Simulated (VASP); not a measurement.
# SiC (I-4m2) in VASP: further runs, part 3 of 3

VASP 6.6.1. The steps go on from the part before.

### Step 4. G0W0 quasiparticle levels, PBE

This run uses another cell than the first one, of 10.23 Å³/atom.

Input file POSCAR:

```
SiC
1.0
    0.0000000000      2.1780523510      2.1562718275
    2.1780523510      0.0000000000      2.1562718275
    2.1780523510      2.1780523510      0.0000000000
Si C
1 1
Direct
    0.0000000000      0.0000000000      0.0000000000
    0.2500000000      0.2500000000      0.2500000000
```

Input file INCAR.step1:

```
SYSTEM = SiC
  PREC = Accurate
  ENCUT = 500
  EDIFF = 1E-8
  ISMEAR = 0
  SIGMA = 0.01
  LREAL = .FALSE.
  LASPH = .TRUE.
  NELM = 100
  ALGO = Normal
  LWAVE = .TRUE.
  LCHARG = .FALSE.
  GGA = PE
```

Input file INCAR.step2:

```
SYSTEM = SiC
  PREC = Accurate
  ENCUT = 500
  EDIFF = 1E-8
  ISMEAR = 0
  SIGMA = 0.01
  LREAL = .FALSE.
  LASPH = .TRUE.
  NELM = 1
  ALGO = Exact
  LWAVE = .TRUE.
  LCHARG = .FALSE.
  GGA = PE
  NBANDS = 89
  LOPTICS = .TRUE.
  ISTART = 1
```

Input file INCAR.step3:

```
SYSTEM = SiC
  PREC = Accurate
  ENCUT = 500
  EDIFF = 1E-8
  ISMEAR = 0
  SIGMA = 0.01
  LREAL = .FALSE.
  LASPH = .TRUE.
  ALGO = EVGW0
  LWAVE = .FALSE.
  LCHARG = .FALSE.
  GGA = PE
  NELMGW = 1
  NBANDS = 89
  ENCUTGW = 150.0
  NOMEGA = 96
  PRECFOCK = Fast
  ISTART = 1
  NBANDSGW = 12
  OMEGAMAX = 20
```

Input file KPOINTS:

```
regular mesh
0
G
  6 6 6
  0 0 0
```

Potentials or basis: VASP PAW PBE potentials, release 64 (Si_GW, C_GW).

Launch:

```
$ cat potpaw_PBE.64/Si_GW/POTCAR potpaw_PBE.64/C_GW/POTCAR > POTCAR
$ cp INCAR.step1 INCAR
$ mpirun -np 1 vasp_std > vasp.out
$ cp INCAR.step2 INCAR
$ mpirun -np 1 vasp_std > vasp.out
$ cp INCAR.step3 INCAR
$ mpirun -np 1 vasp_std > vasp.out
```

OUTCAR:

```text
SYSTEM = SiC
   PREC = Accurate
   ENCUT = 500
   EDIFF = 1E-8
   ISMEAR = 0
   LREAL = .FALSE.
   LASPH = .TRUE.
   GGA = PE
   NELMGW = 1
   ENCUTGW = 150.0
   PRECFOCK = Fast
   ISTART = 1

 ion  position               nearest neighbor table
   1  0.000  0.000  0.000-   2 1.88   2 1.88   2 1.88   2 1.88
   2  0.250  0.250  0.250-   1 1.88   1 1.88   1 1.88   1 1.88

  LATTYP: Found a body centered tetragonal cell.
 ALAT       =     3.0802311743
 C/A-ratio  =     1.4000714268

  Lattice vectors:

 A1 = (   0.0000000000,  -2.1780523510,  -2.1562718275)
 A2 = (   0.0000000000,   2.1780523510,  -2.1562718275)
 A3 = (   2.1780523510,   0.0000000000,   2.1562718275)

Analysis of symmetry for initial positions (statically):
=====================================================================
 Subroutine PRICEL returns:
 Original cell was already a primitive cell.

 Routine SETGRP: Setting up the symmetry group for a
 body centered tetragonal supercell.

 Subroutine GETGRP returns: Found  8 space group operations
 (whereof  8 operations were pure point group operations)
 out of a pool of 16 trial point group operations.

The static configuration has the point symmetry D_2d.

Analysis of symmetry for dynamics (positions and initial velocities):
=====================================================================
 Subroutine PRICEL returns:
 Original cell was already a primitive cell.

 Routine SETGRP: Setting up the symmetry group for a
 body centered tetragonal supercell.

 Subroutine GETGRP returns: Found  8 space group operations
 (whereof  8 operations were pure point group operations)
 out of a pool of 16 trial point group operations.

The dynamic configuration has the point symmetry D_2d.

 Subroutine INISYM returns: Found  8 space group operations
 (whereof  8 operations are pure point group operations),
 and found     1 'primitive' translations

----------------------------------------------------------------------------------------

                                     Primitive cell

  volume of cell :      20.4583

  direct lattice vectors                    reciprocal lattice vectors
     0.000000000  2.178052351  2.156271827    -0.229562894  0.229562894  0.231881711
     2.178052351  0.000000000  2.156271827     0.229562894 -0.229562894  0.231881711
     2.178052351  2.178052351  0.000000000     0.229562894  0.229562894 -0.231881711

  length of vectors
     3.064868715  3.064868715  3.080231174     0.398957857  0.398957857  0.398957857

  position of ions in fractional coordinates (direct lattice)
     0.000000000  0.000000000  0.000000000
     0.250000000  0.250000000  0.250000000

  ion indices of the primitive-cell ions
   primitive index   ion index
[... 23 lines left out ...]

 Subroutine IBZKPT returns following result:
 ===========================================

 Found     30 irreducible k-points:

 Following reciprocal coordinates:
            Coordinates               Weight
  0.000000  0.000000  0.000000      1.000000
  0.166667  0.000000  0.000000      8.000000
  0.333333  0.000000  0.000000      8.000000
  0.500000  0.000000  0.000000      4.000000
  0.166667  0.166667  0.000000      2.000000
  0.333333  0.166667  0.000000      8.000000
[... 16 lines left out ...]
  0.333333  0.000000  0.333333      4.000000
  0.500000 -0.000000  0.333333     16.000000
 [... further k-points ...]
   k-points           NKPTS =     30   k-points in BZ     NKDIM =    216   number of bands    NBANDS=     89
   number of dos      NEDOS =    301   number of ions     NIONS =      2
   total plane-waves  NPLWV =  13824
   dimension x,y,z NGX =    24 NGY =   24 NGZ =   24
   dimension x,y,z NGXF=    48 NGYF=   48 NGZF=   48
   ions per type =               1   1
   NGX,Y,Z   is equivalent  to a cutoff of  13.02, 13.02, 12.95 a.u.
   NGXF,Y,Z  is equivalent  to a cutoff of  26.04, 26.04, 25.91 a.u.
 SYSTEM =  SiC
   PREC   = accura    normal or accurate (medium, high low for compatibility)
   ISTART =      1    job   : 0-new  1-cont  2-samecut
   ICHARG =      0    charge: 1-file 2-atom 10-const
   ISPIN  =      1    spin polarized calculation?
   LNONCOLLINEAR =      F non collinear calculations
   LSORBIT =      F    spin-orbit coupling
   LASPH  =      T    aspherical Exc in radial PAW
   ENCUT  =  500.0 eV  36.75 Ry    6.06 a.u.   5.59  5.59  5.62*2*pi/ulx,y,z
   NELM   =     60;   NELMIN=  2; NELMDL=  0     # of ELM steps
   EDIFF  = 0.1E-07   stopping-criterion for ELM
   LREAL  =      F    real-space projection
   EDIFFG = 0.1E-06   stopping-criterion for IOM
   NSW    =      0    number of steps for IOM
   IBRION =     -1    ionic relax: 0-MD 1-quasi-New 2-CG
   NFREE  =      0    steps in history (QN), initial steepest desc. (CG)
   ISIF   =      0    stress and relaxation
   ISYM   =      3    0-nonsym 1-usesym 2-fastsym
   POTIM  = 0.5000    time-step for ionic-motion
   TEBEG  =    0.0;   TEEND  =   0.0 temperature during run
   PSTRESS=    0.0 pullay stress
   NELECT =       8.0000    total number of electrons
   NUPDOWN=      -1.0000    fix difference up-down
   EMIN   =  10.00;   EMAX   =-10.00  energy-range for DOS
   EFERMI =   0.00;   METHOD = LEGACY
   ISMEAR =     0;   SIGMA  =   0.01  broadening in eV -4-tet -1-fermi 0-gaus
   EFERMI_NEDOS =   21; number of points for ismear=-14 and -15
   IALGO  =     38    algorithm
   IMIX   =      4    mixing-type and parameters
     AMIX     =   0.40;   BMIX     =  1.00
     AMIX_MAG =   1.60;   BMIX_MAG =  1.00
  volume/ion in A,a.u.               =      10.23        69.03
  Fermi-wavevector in a.u.,A,eV,Ry     =   1.197149  2.262283 19.499395  1.433165
  Thomas-Fermi vector in A             =   2.333071
   LORBIT       =      0    0 simple, 1 ext, 2 COOP (PROOUT), +10 PAW based schemes
   GGA     = PE    functional components
   LHFCALC =     T    Hartree Fock is set to
   PRECFOCK=fast      Normal, Fast or Accurate (Low or Medium for compatibility)
   ENCUT4O =  -1.0   cutoff for four orbital integrals eV
   NKREDX  =     1    reduce k-point grid by
   NKREDY  =     1    reduce k-point grid by
   NKREDZ  =     1    reduce k-point grid by
   AEXX    =    1.0000 exact exchange contribution
   HFSCREEN=    0.0000 screening length (either q_TF or 0.3 A-1)
   HFSCREENC=   0.0000 screening length for correlation (either q_TF or 0.3 A-1)
   ENCUTFOCK=  -1.0 apply spherical cutoff to Coloumb kernel
   IVDW    =     0    specifies the selected vdW correction
   LEPSILON=     F    determine dielectric tensor
   LRPA    =     F    only Hartree local field effects (RPA)
   LRPAFORCE           =     F    calculate RPA forces
   ENCUTGW             = 150.0    cutoff for response function in eV
   ENCUTGWSOFT         = 120.0    soft cutoff for Coulomb kernel in GW response function in eV
   ENCUTLF             =  -1.0    cutoff for local field effects
   NELMGW              =     1    number of iterations in solving QP/BSE equation
   NELMHF              =     1    number of iterations in the inner HF iteration
   NKREDLFX            =     1    NKREDLFY  =   1   NKREDLFZ  =   1
 non-spin polarized calculation
 Gauss-broadening in eV      SIGMA  =   0.01
  energy-cutoff  :      500.00
  volume of cell :       20.46
 maximum number of plane-waves:       532
 NGX is ok and might be reduce to    24
  NGX = 14; NGY = 14; NGZ = 14
   NGX = 11   NGY = 11   NGZ = 11
 maximum number of plane-waves:        92
 NGX is ok and might be reduce to    14

 QP shifts <psi_nk| G(iteration)W_0 |psi_nk>: iteration 1
 for sc-GW calculations column KS-energies equals QP-energies in previous step
 and V_xc(KS)=  KS-energies - (<T + V_ion + V_H > + <T+V_H+V_ion>^1  + <V_x>^1)

 k-point   1 :       0.0000    0.0000    0.0000
  band No.  KS-energies  QP-energies   sigma(KS)   V_xc(KS)     V^pw_x(r,r')   Z            occupation Imag(sigma)

      1      -7.5999      -8.6265     -14.1885     -12.7656     -21.7510       0.7215       2.0000       1.3173
      2       7.8777       7.2882     -15.5877     -14.8411     -17.4838       0.7897       2.0000       0.0288
      3       7.8777       7.2882     -15.5877     -14.8411     -17.4838       0.7897       2.0000       0.0288
      4       7.9450       7.3589     -15.5796     -14.8367     -17.4715       0.7890       2.0000       0.0288
      5      14.2601      14.7767     -12.5319     -13.1950      -7.3752       0.7790       0.0000      -0.0706
      6      15.2591      15.8263     -10.8604     -11.5746      -5.7718       0.7941       0.0000      -0.0675
      7      15.2858      15.8530     -10.8663     -11.5803      -5.7739       0.7945       0.0000      -0.0674
      8      15.2858      15.8530     -10.8663     -11.5803      -5.7739       0.7945       0.0000      -0.0674
      9      22.3025      22.9286     -10.6651     -11.4655      -4.5600       0.7823       0.0000      -0.2293
     10      22.6039      23.2330     -10.6657     -11.4674      -4.5042       0.7847       0.0000      -0.2459
     11      24.5344      24.7632      -9.5286      -9.8260      -2.9163       0.7693       0.0000      -0.3808
     12      25.1195      25.4113      -9.9168     -10.2911      -2.9826       0.7795       0.0000      -0.6223
[... 356 lines left out ...]
      1      -3.2460      -4.1548     -15.0714     -13.8320     -21.4541       0.7332       2.0000       0.6946
      2       0.9968       0.1144     -14.3327     -13.1328     -18.5156       0.7354       2.0000       0.1956
      3       3.5229       2.6658     -13.9095     -12.7835     -16.8397       0.7612       2.0000       0.0676
      4       5.1372       4.3358     -14.7273     -13.6892     -17.3357       0.7720       2.0000       0.0441
      5      10.6619      10.9556     -10.5356     -10.8979      -6.3420       0.8106       0.0000      -0.0480
      6      14.2221      14.7236     -10.9412     -11.5655      -6.1638       0.8033       0.0000      -0.0584
      7      20.0163      20.6784     -11.8754     -12.7534      -5.2779       0.7542       0.0000      -0.2258
      8      20.3217      20.9859     -11.7645     -12.6437      -5.1169       0.7554       0.0000      -0.2417
      9      22.2292      22.9424     -12.4287     -13.3934      -5.1770       0.7393       0.0000      -0.3547
     10      26.0670      26.5934     -10.8219     -11.5081      -3.5272       0.7672       0.0000      -0.5904
     11      29.6105      30.2913     -11.8781     -12.7867      -4.0623       0.7493       0.0000      -0.8721
     12      30.5682      31.2779     -11.6774     -12.6131      -4.1943       0.7585       0.0000      -0.8969

 [... further k-points ...]
```

Wall time 12 min (1 thread of AMD EPYC 7R13 (Zen 3), shared host); peak memory 0.41 GiB.

Results:

| Quantity | Value |
| --- | --- |
| Quasiparticle gap | 2.04 eV |
| Least direct quasiparticle gap | 5.58 eV |
| Band gap of the starting levels on the mesh | 1.23 eV |
| Least direct gap of the starting levels on the mesh | 4.54 eV |

Caveat: the k points lie up to 0.42 Å⁻¹ apart; the cutoff is under 1.25 times the usual one of these potentials, so pressure, stress and relaxed cells hold a basis-set (Pulay) error; bands, screening cutoff and mesh are small and nothing is extrapolated, so the quasiparticle values aren't converged.
